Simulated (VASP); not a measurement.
# SrO (P6_3/mmc) in VASP: notebook, part 2 of 2

VASP 6.6.1. The steps go on from the part before.

### 5 Single point, LDA

This run uses another cell than the first one, of 20.31 Å³/atom.

The input, INCAR:

```
SYSTEM = SrO
PREC     = Accurate       ! precision mode
ENCUT    = 520            ! plane-wave cutoff, eV
EDIFF    = 1E-6           ! SCF threshold, eV
ISMEAR   = 0              ! smearing method
SIGMA    = 0.01           ! smearing width, eV
LREAL    = .FALSE.        ! projectors in reciprocal space
LASPH    = .TRUE.         ! aspherical terms in the spheres
NELM     = 60             ! most SCF steps
ALGO     = Normal         ! electronic algorithm
ISIF     = 2              ! what is computed and relaxed
LWAVE    = .FALSE.        ! write WAVECAR
LCHARG   = .FALSE.        ! write CHGCAR
GGA      = CA             ! functional
NBANDS   = 24             ! bands
```

The input, KPOINTS:

```
regular mesh
0
G
  12 12 6
  0 0 0
```

The input, POSCAR:

```
SrO
1.0
    4.2700192634      0.0000000000      0.0000000000
   -2.1350096317      3.6979451568      0.0000000000
    0.0000000000      0.0000000000      5.1444718180
Sr O
2 2
Direct
    0.3333333333      0.6666666667      0.9375000000
    0.6666666667      0.3333333333      0.4375000000
    0.3333333333      0.6666666667      0.4375000000
    0.6666666667      0.3333333333      0.9375000000
```

Potentials or basis: VASP PAW LDA potentials, release 64 (Sr_sv, O).

Command:

```console
cat potpaw_LDA.64/Sr_sv/POTCAR potpaw_LDA.64/O/POTCAR > POTCAR
mpirun -np 1 vasp_std > vasp.out
```

OUTCAR:

```text
SYSTEM = SrO
   PREC = Accurate
   ENCUT = 520
   EDIFF = 1E-6
   ISMEAR = 0
   LREAL = .FALSE.
   LASPH = .TRUE.
   NELM = 60
   ISIF = 2
   GGA = CA

 ion  position               nearest neighbor table
   1  0.333  0.667  0.938-   4 2.47   4 2.47   4 2.47   3 2.57   3 2.57   2 3.56   2 3.56   2 3.56
                             2 3.56   2 3.56   2 3.56
   2  0.667  0.333  0.438-   3 2.47   3 2.47   3 2.47   4 2.57   4 2.57   1 3.56   1 3.56   1 3.56
                             1 3.56   1 3.56   1 3.56
   3  0.333  0.667  0.438-   2 2.47   2 2.47   2 2.47   1 2.57   1 2.57
   4  0.667  0.333  0.938-   1 2.47   1 2.47   1 2.47   2 2.57   2 2.57

  LATTYP: Found a hexagonal cell.
 ALAT       =     4.2700192634
 C/A-ratio  =     1.2047889016

  Lattice vectors:

 A1 = (   4.2700192634,   0.0000000000,   0.0000000000)
 A2 = (  -2.1350096317,   3.6979451568,   0.0000000000)
 A3 = (   0.0000000000,   0.0000000000,   5.1444718180)

Analysis of symmetry for initial positions (statically):
=====================================================================
 Subroutine PRICEL returns:
 Original cell was already a primitive cell.

 Routine SETGRP: Setting up the symmetry group for a
 hexagonal supercell.
[... 170 lines left out ...]
  free energy    TOTEN  =       -26.35611060 eV

  energy without entropy =      -26.35611060  energy(sigma->0) =      -26.35611060

 E-fermi :   0.5694     XC(G=0):  -9.4777

 val. band max:        0.4405376113   @ k =   0.0000   0.0000   0.0000
 cond. band min:       2.8981444285   @ k =   0.0000   0.0000   0.0000
 fundamental gap:      2.4576068172
 Fermi energy:         0.5694228738

 k-point     1 :       0.0000    0.0000    0.0000
  band No.  band energies     occupation
      1     -31.6675      2.00000
      2     -31.4908      2.00000
      3     -14.3399      2.00000
      4     -14.2630      2.00000
      5     -14.2599      2.00000
      6     -13.9171      2.00000
[... 637 lines left out ...]
     23       9.1281      0.00000
     24       9.3240      0.00000

 [... further k-points ...]
[... 5 lines left out ...]
  --------------------------------------------------------------------------------------
  -------------------------------------------------------------------------------------
  Total       -1.7877853     -1.7877853     -1.9944877      0.0000000      0.0000000      0.0000000
  in kB      -35.2610179    -35.2610179    -39.3378718      0.0000000      0.0000000      0.0000000
  external PRESSURE =     -36.6199692 kB  Pullay stress =       0.0000000 kB

 VOLUME and BASIS-vectors are now :
 -----------------------------------------------------------------------------
  energy-cutoff  :      520.00
  volume of cell :       81.23
      direct lattice vectors                 reciprocal lattice vectors
     4.270019263  0.000000000  0.000000000     0.234190981  0.135210226  0.000000000
    -2.135009632  3.697945157  0.000000000     0.000000000  0.270420452  0.000000000
     0.000000000  0.000000000  5.144471818     0.000000000  0.000000000  0.194383415

 POSITION                                       TOTAL-FORCE (eV/Angst)
 -----------------------------------------------------------------------------------
     -0.00000      2.46530      4.82294         0.000000      0.000000      0.000000
      2.13501      1.23265      2.25071        -0.000000      0.000000      0.000000
     -0.00000      2.46530      2.25071         0.000000     -0.000000      0.000000
      2.13501      1.23265      4.82294        -0.000000      0.000000     -0.000000
 -----------------------------------------------------------------------------------
    total drift:                               -0.000000      0.000000      0.000000

  FREE ENERGIE OF THE ION-ELECTRON SYSTEM (eV)
  ---------------------------------------------------
  free  energy   TOTEN  =       -26.3561105957 eV

  energy  without entropy=      -26.3561105957  energy(sigma->0) =      -26.35611060
```

Run time: 3.9 min. Hardware: 1 thread of Intel Xeon 8259CL, shared host; peak memory 0.25 GiB.

What came out:

| Quantity | Value |
| --- | --- |
| Free energy | -26.3561 eV |
| Pressure | -3.7 GPa |
| Band gap on the k mesh | 2.46 eV |

Levels at points of the mesh, in eV from the valence-band top:
| k point | band 12 | band 13 | band 14 | band 15 | band 16 | band 17 | band 18 | band 19 | band 20 | band 21 |
| --- | --- | --- | --- | --- | --- | --- | --- | --- | --- | --- |
| (0.00, 0.00, 0.00) | -1.08 | -0.90 | -0.90 | -0.33 | 0.00 | 2.46 | 6.00 | 6.00 | 7.04 | 7.99 |
| (0.50, 0.00, 0.00) | -0.89 | -0.37 | -0.36 | -0.35 | -0.27 | 4.15 | 4.68 | 4.92 | 7.04 | 7.94 |
| (0.00, 0.00, 0.50) | -1.29 | -1.12 | -1.12 | -1.12 | -1.12 | 4.17 | 4.17 | 7.78 | 7.78 | 7.78 |
| (0.50, 0.00, 0.50) | -1.69 | -0.92 | -0.92 | -0.44 | -0.44 | 4.78 | 4.78 | 7.29 | 7.29 | 8.05 |

Caveat: the cell stands under tension. A k mesh can miss the band edges.

### 6 Single point, r2SCAN

This run uses another cell than the first one, of 20.31 Å³/atom.

POSCAR is that of step 5.

The input, INCAR.step1:

```
SYSTEM = SrO
PREC     = Accurate       ! precision mode
ENCUT    = 520            ! plane-wave cutoff, eV
ISMEAR   = 0              ! smearing method
SIGMA    = 0.01           ! smearing width, eV
LREAL    = .FALSE.        ! projectors in reciprocal space
LASPH    = .TRUE.         ! aspherical terms in the spheres
NELM     = 60             ! most SCF steps
NBANDS   = 24             ! bands
GGA      = PE             ! functional
ALGO     = Normal         ! electronic algorithm
EDIFF    = 1E-4           ! SCF threshold, eV
LWAVE    = .TRUE.         ! write WAVECAR
LCHARG   = .FALSE.        ! write CHGCAR
```

The input, INCAR.step2:

```
SYSTEM = SrO
PREC     = Accurate       ! precision mode
ENCUT    = 520            ! plane-wave cutoff, eV
EDIFF    = 1E-6           ! SCF threshold, eV
ISMEAR   = 0              ! smearing method
SIGMA    = 0.01           ! smearing width, eV
LREAL    = .FALSE.        ! projectors in reciprocal space
LASPH    = .TRUE.         ! aspherical terms in the spheres
NELM     = 60             ! most SCF steps
ALGO     = Normal         ! electronic algorithm
ISIF     = 2              ! what is computed and relaxed
LWAVE    = .FALSE.        ! write WAVECAR
LCHARG   = .FALSE.        ! write CHGCAR
METAGGA  = R2SCAN         ! meta-GGA
LMIXTAU  = .TRUE.       
NBANDS   = 24             ! bands
ISTART   = 1
```

The input, KPOINTS:

```
Automatic mesh
0
G
  12 12 6
  0 0 0
```

Potentials or basis: VASP PAW PBE potentials, release 64 (Sr_sv, O).

Command:

```console
cat potpaw_PBE.64/Sr_sv/POTCAR potpaw_PBE.64/O/POTCAR > POTCAR
cp INCAR.step1 INCAR
mpirun -np 1 vasp_std > vasp.out
cp INCAR.step2 INCAR
mpirun -np 1 vasp_std > vasp.out
```

Wall time 14 min (1 thread of Intel Xeon 8259CL, shared host); peak memory 0.29 GiB.

It converged, with:

```
Free energy            : -53.7642 eV
Pressure               : 0.5 GPa
Band gap on the k mesh : 3.02 eV
```

Levels at points of the mesh, in eV from the valence-band top:
| k point | band 13 | band 14 | band 15 | band 16 | band 17 | band 18 | band 19 | band 20 |
| --- | --- | --- | --- | --- | --- | --- | --- | --- |
| (0.00, 0.00, 0.00) | -0.89 | -0.89 | -0.32 | 0.00 | 3.02 | 6.73 | 6.73 | 7.70 |
| (0.50, 0.00, 0.00) | -0.36 | -0.35 | -0.33 | -0.27 | 4.63 | 5.26 | 5.62 | 7.85 |
| (0.00, 0.00, 0.50) | -1.09 | -1.09 | -1.09 | -1.09 | 4.72 | 4.72 | 8.49 | 8.49 |
| (0.50, 0.00, 0.50) | -0.90 | -0.90 | -0.43 | -0.43 | 5.29 | 5.29 | 8.00 | 8.00 |

Caveat: the PAW data sets were made with another functional, which shifts forces and pressure a little.

### 7 Overview

```csv
task,level,potentials or basis,cell,k mesh,cutoff (eV),smearing,gap on the mesh (eV),pressure (GPa),relaxed volume (Å³/atom)
relaxation of cell and atoms,PBEsol,"VASP PAW PBE potentials, release 64 (Sr_sv, O)","relaxed from a = 4.290, b = 4.290, c = 5.183 Å, angles 90.0, 90.0, 120.0°, 4 atoms",6 × 6 × 4,600,fermi-dirac 0.02 eV,2.57,0.0,19.97
relaxation of cell and atoms,LDA,"VASP PAW LDA potentials, release 64 (Sr_sv, O)","relaxed from a = 4.290, b = 4.290, c = 5.183 Å, angles 90.0, 90.0, 120.0°, 4 atoms",6 × 6 × 4,600,fermi-dirac 0.02 eV,2.61,0.0,19.32
single point,PBE,"VASP PAW PBE potentials, release 64 (Sr_sv, O)","a = 4.270, b = 4.270, c = 5.144 Å, angles 90.0, 90.0, 120.0°, 4 atoms",12 × 12 × 6,520,fermi-dirac 0.02 eV,2.64,1.7,-
single point,LDA,"VASP PAW LDA potentials, release 64 (Sr_sv, O)","a = 4.270, b = 4.270, c = 5.144 Å, angles 90.0, 90.0, 120.0°, 4 atoms",12 × 12 × 6,520,gaussian 0.01 eV,2.46,-3.7,-
single point,r2SCAN,"VASP PAW PBE potentials, release 64 (Sr_sv, O)","a = 4.270, b = 4.270, c = 5.144 Å, angles 90.0, 90.0, 120.0°, 4 atoms",12 × 12 × 6,520,gaussian 0.01 eV,3.02,0.5,-
```

Alike in all rows: no spin polarisation.

Caveats: the PAW data sets were made with another functional, which shifts forces and pressure a little (at least some runs); the cell stands under tension (at least some runs).

Total energies depend on the potentials used, so only differences within one code and one set of settings carry meaning.
